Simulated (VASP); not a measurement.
# Cd4SeS3 (I-42m) in VASP: further runs

Runs on Cd4SeS3. Level: PBE. Tasks: single point, relaxation of shape and atoms at fixed volume.

All numbers are computed with VASP 6.6.1; they aren't measurements. Logs are shortened: lines on timing, memory, paths and dates and some standing lists are left out, and cuts for length are marked.

## (1) The cell of the first run

It takes space group I-42m (No. 121, tetragonal). The conventional cell has a = 5.871 Å, b = 5.871 Å, c = 11.733 Å, α = 90.00°, β = 90.00°, γ = 90.00°. Within 3.3 Å of Cd (site symmetry m) lie 3 S at 2.51 to 2.52 Å and 1 Se at 2.61 Å. Se (site symmetry -42m) has 4 Cd at 2.61 Å within 3.4 Å. Within 3.3 Å of S (site symmetry -4) lie 4 Cd at 2.52 Å. Within 3.3 Å of S (site symmetry -42m) lie 4 Cd at 2.51 Å.

## (2) Single point, PBE (25.27 Å³/atom)

Contents of INCAR:

```
SYSTEM = Cd4SeS3
  ALGO = Normal
  EDIFF = 1E-7
  ENCUT = 520
  GGA = PE
  ISIF = 2
  ISMEAR = 0
  LASPH = .True.
  LCHARG = .False.
  LREAL = .False.
  LWAVE = .False.
  NBANDS = 46
  NELM = 60
  PREC = Accurate
  SIGMA = 0.02
```

Contents of KPOINTS:

```
k-points
0
Gamma
  6 6 6
  0 0 0
```

Contents of POSCAR:

```
Cd4SeS3
1.0
   -2.9353632169      2.9353632169      5.8666161910
    2.9353632169     -2.9353632169      5.8666161910
    2.9353632169      2.9353632169     -5.8666161910
Cd Se S
4 1 3
Direct
    0.8855726201      0.3706887032      0.0000000000
    0.3706887032      0.8855726201      0.0000000000
    0.1144273799      0.1144273799      0.4851160831
    0.6293112968      0.6293112968      0.5148839169
    0.5000000000      0.5000000000      0.0000000000
    0.7500000000      0.2500000000      0.5000000000
    0.2500000000      0.7500000000      0.5000000000
    0.0000000000      0.0000000000      0.0000000000
```

Potentials or basis: VASP PAW PBE potentials, release 64 (Cd, Se, S).

The run is started by

```console
> cat potpaw_PBE.64/Cd/POTCAR potpaw_PBE.64/Se/POTCAR potpaw_PBE.64/S/POTCAR > POTCAR
> mpirun -np 1 vasp_std > vasp.out
```

OUTCAR:

```text
SYSTEM = Cd4SeS3
   EDIFF = 1E-7
   ENCUT = 520
   GGA = PE
   ISIF = 2
   ISMEAR = 0
   LASPH = .True.
   LREAL = .False.
   NELM = 60
   PREC = Accurate

 ion  position               nearest neighbor table
   1  0.886  0.371  0.000-   8 2.51   7 2.52   6 2.52   5 2.61
   2  0.371  0.886  0.000-   8 2.51   6 2.52   7 2.52   5 2.61
   3  0.114  0.114  0.485-   8 2.51   7 2.52   6 2.52   5 2.61
   4  0.629  0.629  0.515-   8 2.51   7 2.52   6 2.52   5 2.61
   5  0.500  0.500  0.000-   1 2.61   2 2.61   4 2.61   3 2.61
   6  0.750  0.250  0.500-   1 2.52   3 2.52   4 2.52   2 2.52
   7  0.250  0.750  0.500-   2 2.52   3 2.52   4 2.52   1 2.52
   8  0.000  0.000  0.000-   1 2.51   2 2.51   3 2.51   4 2.51

  LATTYP: Found a body centered tetragonal cell.
 ALAT       =     5.8707264338
 C/A-ratio  =     1.9985997498

  Lattice vectors:

 A1 = (  -2.9353632169,   2.9353632169,   5.8666161910)
 A2 = (   2.9353632169,  -2.9353632169,   5.8666161910)
 A3 = (   2.9353632169,   2.9353632169,  -5.8666161910)

Analysis of symmetry for initial positions (statically):
=====================================================================
 Subroutine PRICEL returns:
 Original cell was already a primitive cell.

 Routine SETGRP: Setting up the symmetry group for a
 body centered tetragonal supercell.

 Subroutine GETGRP returns: Found  8 space group operations
 (whereof  8 operations were pure point group operations)
 out of a pool of 16 trial point group operations.

The static configuration has the point symmetry D_2d.

Analysis of symmetry for dynamics (positions and initial velocities):
=====================================================================
 Subroutine PRICEL returns:
 Original cell was already a primitive cell.

 Routine SETGRP: Setting up the symmetry group for a
 body centered tetragonal supercell.

 Subroutine GETGRP returns: Found  8 space group operations
 (whereof  8 operations were pure point group operations)
 out of a pool of 16 trial point group operations.

The dynamic configuration has the point symmetry D_2d.

 Subroutine INISYM returns: Found  8 space group operations
 (whereof  8 operations are pure point group operations),
 and found     1 'primitive' translations

----------------------------------------------------------------------------------------

[... 108 lines left out ...]
   IBRION =     -1    ionic relax: 0-MD 1-quasi-New 2-CG
   NFREE  =      0    steps in history (QN), initial steepest desc. (CG)
   ISIF   =      2    stress and relaxation
   ISYM   =      2    0-nonsym 1-usesym 2-fastsym
   POTIM  = 0.5000    time-step for ionic-motion
   TEBEG  =    0.0;   TEEND  =   0.0 temperature during run
   PSTRESS=    0.0 pullay stress
   NELECT =      72.0000    total number of electrons
   NUPDOWN=      -1.0000    fix difference up-down
   EMIN   =  10.00;   EMAX   =-10.00  energy-range for DOS
   EFERMI =   0.00;   METHOD = LEGACY
   ISMEAR =     0;   SIGMA  =   0.02  broadening in eV -4-tet -1-fermi 0-gaus
   EFERMI_NEDOS =   21; number of points for ismear=-14 and -15
   IALGO  =     38    algorithm
   IMIX   =      4    mixing-type and parameters
     AMIX     =   0.40;   BMIX     =  1.00
     AMIX_MAG =   1.60;   BMIX_MAG =  1.00
  volume/ion in A,a.u.               =      25.27       170.56
  Fermi-wavevector in a.u.,A,eV,Ry     =   1.160367  2.192775 18.319572  1.346451
  Thomas-Fermi vector in A             =   2.296950
   LORBIT       =      0    0 simple, 1 ext, 2 COOP (PROOUT), +10 PAW based schemes
   GGA     = PE    functional components
   LHFCALC =     F    Hartree Fock is set to
   AEXX    =    0.0000 exact exchange contribution
   IVDW    =     0    specifies the selected vdW correction
   LEPSILON=     F    determine dielectric tensor
   LRPA    =     F    only Hartree local field effects (RPA)
 non-spin polarized calculation
 Gauss-broadening in eV      SIGMA  =   0.02
  energy-cutoff  :      520.00
  volume of cell :      202.20
 maximum number of plane-waves:      5480
 NGX is ok and might be reduce to    54
   NGX = 27   NGY = 27   NGZ = 27

 number of electron      72.0000004 magnetization

 Free energy of the ion-electron system (eV)
  ---------------------------------------------------
  ext. energy  EPLUGINS =         0.00000000
  ---------------------------------------------------
  free energy    TOTEN  =       -23.74615093 eV

  energy without entropy =      -23.74615093  energy(sigma->0) =      -23.74615093

 E-fermi :   1.4278     XC(G=0):  -9.1468

 val. band max:        1.3346872350   @ k =   0.0000   0.0000   0.0000
 cond. band min:       2.3579290875   @ k =   0.0000   0.0000   0.0000
 fundamental gap:      1.0232418525
 Fermi energy:         1.4278105312

 k-point     1 :       0.0000    0.0000    0.0000
  band No.  band energies     occupation
      1     -11.1789      2.00000
      2     -10.6381      2.00000
      3     -10.6200      2.00000
      4     -10.6079      2.00000
      5      -6.5058      2.00000
      6      -6.5054      2.00000
[... 1165 lines left out ...]
     45       8.0841      0.00000
     46       8.2122      0.00000

 [... further k-points ...]

------------------------ aborting loop because EDIFF is reached ----------------------------------------

  FORCE on cell =-STRESS in cart. coord.  units (eV):
  Direction    XX          YY          ZZ          XY          YZ          ZX
  --------------------------------------------------------------------------------------
  -------------------------------------------------------------------------------------
  Total        5.1171114      5.1171114      5.1123825      0.0000000      0.0000000      0.0000000
  in kB       40.5475011     40.5475011     40.5100292      0.0000000      0.0000000      0.0000000
  external PRESSURE =      40.5350104 kB  Pullay stress =       0.0000000 kB

 VOLUME and BASIS-vectors are now :
 -----------------------------------------------------------------------------
  energy-cutoff  :      520.00
  volume of cell :      202.20
      direct lattice vectors                 reciprocal lattice vectors
    -2.935363217  2.935363217  5.866616191     0.000000000  0.170336671  0.085228006
     2.935363217 -2.935363217  5.866616191     0.170336671  0.000000000  0.085228006
     2.935363217  2.935363217 -5.866616191     0.170336671  0.170336671  0.000000000

 POSITION                                       TOTAL-FORCE (eV/Angst)
 -----------------------------------------------------------------------------------
     -1.51137      1.51137      7.37000        -0.001091      0.001091      0.001273
      1.51137     -1.51137      7.37000         0.001091     -0.001091      0.001273
      1.42399      1.42399     -1.50339        -0.001091     -0.001091     -0.001273
      1.51137      1.51137      4.36323         0.001091      0.001091     -0.001273
      0.00000      0.00000      5.86662        -0.000000      0.000000      0.000000
      0.00000      2.93536      2.93331        -0.000000      0.000000      0.000000
      2.93536      0.00000      2.93331        -0.000000      0.000000      0.000000
      0.00000      0.00000      0.00000        -0.000000      0.000000      0.000000
 -----------------------------------------------------------------------------------
    total drift:                               -0.000007     -0.000007     -0.000006

  FREE ENERGIE OF THE ION-ELECTRON SYSTEM (eV)
  ---------------------------------------------------
  free  energy   TOTEN  =       -23.7461509285 eV

  energy  without entropy=      -23.7461509285  energy(sigma->0) =      -23.74615093
```

OSZICAR:

```text
N       E                     dE             d eps       ncg     rms          rms(c)
DAV:   1     0.515206329466E+03    0.51521E+03   -0.34817E+04  2760   0.143E+03
DAV:   2     0.759211728667E+01   -0.50761E+03   -0.49279E+03  3026   0.358E+02
DAV:   3    -0.252806589203E+02   -0.32873E+02   -0.32648E+02  3186   0.872E+01
DAV:   4    -0.257473430508E+02   -0.46668E+00   -0.46596E+00  3186   0.995E+00
DAV:   5    -0.257542374674E+02   -0.68944E-02   -0.68938E-02  3286   0.121E+00    0.158E+01
DAV:   6    -0.237925992540E+02    0.19616E+01   -0.41919E+00  3378   0.153E+01    0.123E+01
DAV:   7    -0.237588095300E+02    0.33790E-01   -0.16930E+00  3086   0.516E+00    0.552E+00
DAV:   8    -0.237500518184E+02    0.87577E-02   -0.25010E-01  3206   0.373E+00    0.837E-01
DAV:   9    -0.237456814026E+02    0.43704E-02   -0.50079E-02  3350   0.199E+00    0.218E-01
DAV:  10    -0.237457901876E+02   -0.10879E-03   -0.30802E-03  3080   0.404E-01    0.153E-01
DAV:  11    -0.237459704652E+02   -0.18028E-03   -0.36772E-04  3092   0.866E-02    0.878E-02
DAV:  12    -0.237461490897E+02   -0.17862E-03   -0.23749E-04  3000   0.831E-02    0.205E-02
DAV:  13    -0.237461506384E+02   -0.15487E-05   -0.19840E-05  3278   0.275E-02    0.165E-02
DAV:  14    -0.237461504569E+02    0.18149E-06   -0.97183E-06  3148   0.145E-02    0.858E-03
DAV:  15    -0.237461515851E+02   -0.11281E-05   -0.55324E-06  3062   0.115E-02    0.678E-03
DAV:  16    -0.237461510267E+02    0.55835E-06   -0.12828E-06  3058   0.710E-03    0.260E-03
DAV:  17    -0.237461509228E+02    0.10390E-06   -0.24236E-07  2310   0.192E-03    0.160E-03
DAV:  18    -0.237461509285E+02   -0.57144E-08   -0.40759E-08  1764   0.130E-03
   1 F= -.23746151E+02 E0= -.23746151E+02  d E =-.526066E-13
```

stdout:

```text
POSCAR found type information on POSCAR CdSeS
 POSCAR found :  3 types and       8 ions
 scaLAPACK will be used
 LDA part: xc-table for (Slater+PW92), standard interpolation
 POSCAR, INCAR and KPOINTS ok, starting setup
 FFT: planning ... GRIDC
 FFT: planning ... GRID_SOFT
 FFT: planning ... GRID
 WAVECAR not read
 entering main loop
```

Wall time 3.7 min (1 thread of Intel Xeon 6975P-C (Granite Rapids), shared host); peak memory 0.53 GiB.

What came out:

| Property | Result |
| --- | --- |
| Free energy | -23.7462 eV |
| Pressure | 4.1 GPa |
| Band gap on the k mesh | 1.02 eV |

Forces in eV/Å, atoms in the order of the input:
```
Cd  -0.001  0.001  0.001
Cd   0.001 -0.001  0.001
Cd  -0.001 -0.001 -0.001
Cd   0.001  0.001 -0.001
Se   0.000  0.000  0.000
S    0.000  0.000  0.000
S    0.000  0.000  0.000
S    0.000  0.000  0.000
```

Levels at points of the mesh, in eV from the valence-band top:
```
           k point  band 32  band 33  band 34  band 35  band 36  band 37  band 38  band 39  band 40  band 41
(0.00, 0.00, 0.00)    -1.90    -1.90     0.00     0.00     0.00     1.02     3.41     4.19     5.35     5.37
(0.50, 0.00, 0.00)    -1.53    -1.35    -1.34    -0.89    -0.66     3.75     3.78     4.76     4.84     5.26
(0.50, 0.50, 0.00)    -0.92    -0.88    -0.74    -0.63    -0.57     2.81     2.91     4.15     4.23     5.92
(0.50, 0.50, 0.50)    -1.78    -1.20    -1.20    -0.89    -0.89     3.28     3.52     3.53     3.56     4.21
```

Caveat: the cell stands under pressure.

(Part 1 of 2 ends here.)
